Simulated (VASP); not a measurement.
CoW3:

```
W Co
1.0
     0.00000    3.07676    3.07676
     3.07676    0.00000    3.07676
     3.07676    3.07676    0.00000
W Co
3 1
Direct
  0.25000 0.25000 0.25000
  0.75000 0.75000 0.75000
  0.50000 0.50000 0.50000
  0.00000 0.00000 0.00000
```

* Program: VASP 6.6.1
* Task: relaxation of cell and atoms
* Functional: PBE
* Potentials or basis: VASP PAW PBE potentials, release 64 (W_sv, Co)
* Cutoff: 600 eV
* k mesh: 6 × 6 × 6
* Occupations: gaussian, width 0.1 eV
* Spin: collinear spin
* Starting moments: [0.18, 0.18, 0.0, 1.43] μB

At the start: pressure 8.8 GPa; volume 14.56 Å³/atom.

Problem. Where does the relaxation end?

Solution. Over 3 steps the energy falls by 12.2 meV/atom and the volume is 15.04 Å³/atom (+3.2 %); space group Fm-3m (No. 225, to 0.1 Å) before and after; moment 1.79 μB per cell.

Step by step:
```tsv
step	energy change (eV)	largest force (eV/Å)	pressure (GPa)	volume (Å³)
1	0.0000	0.0000	8.80	58.25
2	0.2711	0.0000	-18.37	65.26
3	-0.0487	0.0000	-0.30	60.14
```

Final structure:
```cif
data_structure
_symmetry_space_group_name_H-M 'P 1'
_symmetry_Int_Tables_number 1
_cell_length_a 4.3978
_cell_length_b 4.3978
_cell_length_c 4.3978
_cell_angle_alpha 60.000
_cell_angle_beta 60.000
_cell_angle_gamma 60.000
_cell_volume 60.14
loop_
_atom_site_label
_atom_site_type_symbol
_atom_site_fract_x
_atom_site_fract_y
_atom_site_fract_z
_atom_site_occupancy
W1 W 0.25000 0.25000 0.25000 1
W2 W 0.75000 0.75000 0.75000 1
W3 W 0.50000 0.50000 0.50000 1
Co1 Co 0.00000 0.00000 0.00000 1
```
